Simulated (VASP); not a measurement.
# Cu in VASP: a series of runs

The runs below take Cu through single point, with PBEsol-based global hybrid with 25 % exact exchange, PBEsol.

All numbers are computed with VASP 6.6.1; they aren't measurements. Logs are shortened: lines on timing, memory, paths and dates and some standing lists are left out, and cuts for length are marked.

## Step 1: The cell of the first run

The typed cell holds 1 atom: a = 2.522 Å, b = 2.551 Å, c = 2.519 Å, α = 60.31°, β = 59.76°, γ = 60.14°.

## Step 2: Single point, PBEsol-based global hybrid with 25 % exact exchange

Contents of POSCAR:

```
Cu
1.0
    0.0059225633      1.7827958840      1.7842125590
    1.8010147840     -0.0172266039      1.8068958328
    1.7786847232      1.7830547764      0.0054987639
Cu
1
Direct
    0.0000000000      0.0000000000      0.0000000000
```

Contents of INCAR.step1:

```
ALGO = Normal
EDIFF = 1E-5
ENCUT = 520
GGA = PE
ISIF = 2
ISMEAR = -1
LASPH = True
LREAL = False
LWAVE = True
NBANDS = 12
NELM = 60
PREC = Accurate
SIGMA = 0.05
```

Contents of INCAR.step2:

```
AEXX = 0.25
ALGO = Normal
EDIFF = 1E-6
ENCUT = 520
GGA = PS
ISIF = 2
ISMEAR = -1
ISTART = 1
LASPH = True
LCHARG = True
LELF = True
LHFCALC = True
LREAL = False
LVHAR = True
LWAVE = False
NBANDS = 12
NELM = 60
PREC = Accurate
PRECFOCK = Normal
SIGMA = 0.05
```

Contents of KPOINTS:

```
k-points
0
Gamma
  7 6 7
```

Potentials or basis: VASP PAW PBE potentials, release 64 (Cu).

On the command line:

```bash
$ cat potpaw_PBE.64/Cu/POTCAR > POTCAR
$ cp INCAR.step1 INCAR
$ mpirun -np 1 vasp_std > vasp.out
$ cp INCAR.step2 INCAR
$ mpirun -np 1 vasp_std > vasp.out
```

OUTCAR:

```text
AEXX = 0.25
   EDIFF = 1E-6
   ENCUT = 520
   GGA = PS
   ISIF = 2
   ISMEAR = -1
   ISTART = 1
   LASPH = True
   LHFCALC = True
   LREAL = False
   NELM = 60
   PREC = Accurate
   PRECFOCK = Normal

 ion  position               nearest neighbor table
   1  0.000  0.000  0.000-

  LATTYP: Found a triclinic cell.
 ALAT       =     2.5112762706
 B/A-ratio  =     1.0043749628
 C/A-ratio  =     1.0141732712
 COS(alpha) =     0.0007274879
 COS(beta)  =     0.4948566720
 COS(gamma) =     0.4993042452

  Lattice vectors:

 A1 = (   1.7727621599,   0.0002588924,  -1.7787137951)
 A2 = (  -0.0059225633,  -1.7827958840,  -1.7842125590)
 A3 = (  -0.0223300608,   1.8002813803,  -1.8013970689)

Analysis of symmetry for initial positions (statically):
=====================================================================
 Subroutine PRICEL returns:
 Original cell was already a primitive cell.

 Routine SETGRP: Setting up the symmetry group for a
 triclinic supercell.

 Subroutine GETGRP returns: Found  2 space group operations
 (whereof  2 operations were pure point group operations)
 out of a pool of  2 trial point group operations.

The static configuration has the point symmetry S_2 .

Analysis of symmetry for dynamics (positions and initial velocities):
=====================================================================
 Subroutine PRICEL returns:
 Original cell was already a primitive cell.

 Routine SETGRP: Setting up the symmetry group for a
 triclinic supercell.

 Subroutine GETGRP returns: Found  2 space group operations
 (whereof  2 operations were pure point group operations)
 out of a pool of  2 trial point group operations.

The dynamic configuration has the point symmetry S_2 .

 Subroutine INISYM returns: Found  2 space group operations
 (whereof  2 operations are pure point group operations),
 and found     1 'primitive' translations

----------------------------------------------------------------------------------------

                                     Primitive cell

  volume of cell :      11.4773

  direct lattice vectors                    reciprocal lattice vectors
     0.005922563  1.782795884  1.784212559    -0.280718072  0.279158969  0.282465846
     1.801014784 -0.017226604  1.806895833     0.276331730 -0.276503678  0.275366870
     1.778684723  1.783054776  0.005498764     0.283347033  0.279045448 -0.279764434

[... 89 lines left out ...]
   POTIM  = 0.5000    time-step for ionic-motion
   TEBEG  =    0.0;   TEEND  =   0.0 temperature during run
   PSTRESS=    0.0 pullay stress
   NELECT =      11.0000    total number of electrons
   NUPDOWN=      -1.0000    fix difference up-down
   EMIN   =  10.00;   EMAX   =-10.00  energy-range for DOS
   EFERMI =   0.00;   METHOD = LEGACY
   ISMEAR =    -1;   SIGMA  =   0.05  broadening in eV -4-tet -1-fermi 0-gaus
   EFERMI_NEDOS =   21; number of points for ismear=-14 and -15
   IALGO  =     38    algorithm
   IMIX   =      1    mixing-type and parameters
     AMIX     =   0.40;   BMIX     =  1.00
     AMIX_MAG =   1.60;   BMIX_MAG =  1.00
  volume/ion in A,a.u.               =      11.48        77.45
  Fermi-wavevector in a.u.,A,eV,Ry     =   1.614082  3.050173 35.446735  2.605261
  Thomas-Fermi vector in A             =   2.709048
   LORBIT       =      0    0 simple, 1 ext, 2 COOP (PROOUT), +10 PAW based schemes
   GGA     = PS    functional components
   LHFCALC =     T    Hartree Fock is set to
   PRECFOCK=normal    Normal, Fast or Accurate (Low or Medium for compatibility)
   ENCUT4O =  -1.0   cutoff for four orbital integrals eV
   NKREDX  =     1    reduce k-point grid by
   NKREDY  =     1    reduce k-point grid by
   NKREDZ  =     1    reduce k-point grid by
   AEXX    =    0.2500 exact exchange contribution
   HFSCREEN=    0.0000 screening length (either q_TF or 0.3 A-1)
   HFSCREENC=   0.0000 screening length for correlation (either q_TF or 0.3 A-1)
   ENCUTFOCK=  -1.0 apply spherical cutoff to Coloumb kernel
   IVDW    =     0    specifies the selected vdW correction
   LEPSILON=     F    determine dielectric tensor
   LRPA    =     F    only Hartree local field effects (RPA)
 non-spin polarized calculation
  energy-cutoff  :      520.00
  volume of cell :       11.48
 maximum number of plane-waves:       325
  NGX = 16; NGY = 16; NGZ = 16

 number of electron      11.0000009 magnetization

 Free energy of the ion-electron system (eV)
  ---------------------------------------------------
  ext. energy  EPLUGINS =         0.00000000
  ---------------------------------------------------
  free energy    TOTEN  =        -4.29204908 eV

  energy without entropy =       -4.29157308  energy(sigma->0) =       -4.29181108

 E-fermi :   7.2079     XC(G=0): -10.1820

 val. band max:        6.7203008296   @ k =   0.1429   0.5000   0.2857
 cond. band min:       7.2079501301   @ k =   0.2857  -0.1667   0.2857
 fundamental gap:      0.4876493005
 Fermi energy:         7.2078733421

 k-point     1 :       0.0000    0.0000    0.0000
  band No.  band energies     occupation
      1      -3.5104      2.00000
      2       2.5140      2.00000
      3       2.5905      2.00000
      4       2.6251      2.00000
      5       3.4395      2.00000
      6       3.4551      2.00000
      7      31.9247      0.00000
      8      34.6494      0.00000
      9      35.3806      0.00000
     10      35.5757      0.00000
     11      37.3434      0.00000
     12      38.0198      0.00000
[... 331 lines left out ...]
 k-point    24 :       0.1429   -0.0000    0.1429
  band No.  band energies     occupation
      1      -2.3997      2.00000
      2       2.2616      2.00000
      3       2.8180      2.00000
      4       2.8942      2.00000
      5       3.1907      2.00000
      6       3.5705      2.00000
      7      29.8548      0.00000
      8      30.3181      0.00000
      9      30.8743      0.00000
     10      32.1694      0.00000
     11      37.4254      0.00000
     12      41.7482      0.00000

 [... further k-points ...]
[... 5 lines left out ...]
  --------------------------------------------------------------------------------------
  -------------------------------------------------------------------------------------
  Total       -0.0271889      0.0586713     -0.0561166     -0.0244452     -0.0225492     -0.0234202
  in kB       -3.7954390      8.1902298     -7.8336048     -3.4124318     -3.1477567     -3.2693426
  external PRESSURE =      -1.1462713 kB  Pullay stress =       0.0000000 kB

 VOLUME and BASIS-vectors are now :
 -----------------------------------------------------------------------------
  energy-cutoff  :      520.00
  volume of cell :       11.48
      direct lattice vectors                 reciprocal lattice vectors
     0.005922563  1.782795884  1.784212559    -0.280718072  0.279158969  0.282465846
     1.801014784 -0.017226604  1.806895833     0.276331730 -0.276503678  0.275366870
     1.778684723  1.783054776  0.005498764     0.283347033  0.279045448 -0.279764434

 POSITION                                       TOTAL-FORCE (eV/Angst)
 -----------------------------------------------------------------------------------
      0.00000      0.00000      0.00000        -0.000000      0.000000      0.000000
 -----------------------------------------------------------------------------------
    total drift:                               -0.000000     -0.000000     -0.000000

  FREE ENERGIE OF THE ION-ELECTRON SYSTEM (eV)
  ---------------------------------------------------
  free  energy   TOTEN  =        -4.2920490784 eV

  energy  without entropy=       -4.2915730804  energy(sigma->0) =       -4.29181108
```

Wall time 86 min (1 thread of Intel Xeon Platinum 8259CL at 2.50GHz (Skylake/Cascade Lake), shared host); peak memory 0.15 GiB.

What came out:

```yaml
Free_energy: -4.2920 eV
Pressure: -0.1 GPa
Band_gap_on_the_k_mesh: zero (an odd number of electrons rules out a gap without spin polarisation)
```

Caveat: the k points lie up to 0.50 Å⁻¹ apart, too coarse for converged energies and pressures of a metal; the PAW data sets were made with another functional, which shifts forces and pressure a little.

## Step 3: Single point, PBEsol

This run uses another cell than the first one, of 11.31 Å³/atom.

Contents of INCAR:

```
ALGO = Normal ; EDIFF = 1E-6
ENCUT = 820 ; GGA = PS
GGA_COMPAT = F ; ISIF = 2
ISMEAR = -1 ; LASPH = T
LCHARG = T ; LELF = T
LREAL = F ; LVHAR = T
LWAVE = F ; NBANDS = 16
NELM = 120 ; PREC = Accurate
SIGMA = 0.05
```

Contents of KPOINTS:

```
k-points
0
Gamma
  13 12 13
```

Contents of POSCAR:

```
Cu
1.0
    0.0024390894      1.7739623056      1.7797691686
    1.7899064937     -0.0078122637      1.7898665114
    1.7797483997      1.7739954707      0.0024182262
Cu
1
Direct
    0.0000000000      0.0000000000      0.0000000000
```

Potentials or basis: VASP PAW PBE potentials, release 64 (Cu_sv_GW).

On the command line:

```bash
$ cat potpaw_PBE.64/Cu_sv_GW/POTCAR > POTCAR
$ mpirun -np 1 vasp_std > vasp.out
```

OUTCAR:

```text
EDIFF = 1E-6
   ENCUT = 820
   GGA = PS
   ISIF = 2
   ISMEAR = -1
   LASPH = T
   LREAL = F
   NELM = 120
   PREC = Accurate

 ion  position               nearest neighbor table
   1  0.000  0.000  0.000-

  LATTYP: Found a base centered monoclinic cell.
 ALAT       =     4.3520556682
 B/A-ratio  =     0.5775487635
 C/A-ratio  =     0.5816317657
 COS(beta)  =    -0.5766083600

  Lattice vectors:

 A1 = (  -1.7797483997,  -1.7739954707,  -0.0024182262)
[... 635 lines left out ...]
     16      41.3329      0.00000

 [... further k-points ...]

------------------------ aborting loop because EDIFF is reached ----------------------------------------

  FORCE on cell =-STRESS in cart. coord.  units (eV):
  Direction    XX          YY          ZZ          XY          YZ          ZX
  --------------------------------------------------------------------------------------
  -------------------------------------------------------------------------------------
  Total       -0.0748642     -0.0751186     -0.0748643     -0.0000540     -0.0000537      0.0002380
  in kB      -10.6037964    -10.6398390    -10.6038102     -0.0076439     -0.0076021      0.0337116
  external PRESSURE =     -10.6158152 kB  Pullay stress =       0.0000000 kB

 VOLUME and BASIS-vectors are now :
 -----------------------------------------------------------------------------
  energy-cutoff  :      820.00
  volume of cell :       11.31
      direct lattice vectors                 reciprocal lattice vectors
     0.002439089  1.773962306  1.779769169    -0.280706569  0.281232551  0.281940340
     1.789906494 -0.007812264  1.789866511     0.278742088 -0.280025979  0.278730334
     1.779748400  1.773995471  0.002418226     0.281928836  0.281238835 -0.280707606

 POSITION                                       TOTAL-FORCE (eV/Angst)
 -----------------------------------------------------------------------------------
      0.00000      0.00000      0.00000        -0.000000      0.000000     -0.000000
 -----------------------------------------------------------------------------------
    total drift:                                0.000000      0.000000     -0.000000

  FREE ENERGIE OF THE ION-ELECTRON SYSTEM (eV)
  ---------------------------------------------------
  free  energy   TOTEN  =        -4.3924565870 eV

  energy  without entropy=       -4.3910713717  energy(sigma->0) =       -4.39176398
```

Wall time 52 s (1 thread of Intel Xeon 6975P-C (Granite Rapids), shared host); peak memory 0.35 GiB.

Results:

- Free energy: -4.3925 eV
- Pressure: -1.1 GPa
- Band gap on the k mesh: zero (an odd number of electrons rules out a gap without spin polarisation)

Levels at points of the mesh, in eV from the Fermi level:
```csv
k point,band 8,band 9,band 10,band 11,band 12,band 13
"(0.00, 0.00, 0.00)",-3.14,-2.26,-2.25,22.89,25.57,25.93
"(0.00, 0.50, 0.00)",-1.65,-1.64,-1.31,3.83,21.48,22.77
```

Caveat: the PAW data sets were made with another functional, which shifts forces and pressure a little.

The gap in the log of VASP goes by the Fermi energy; the results here count the filled bands.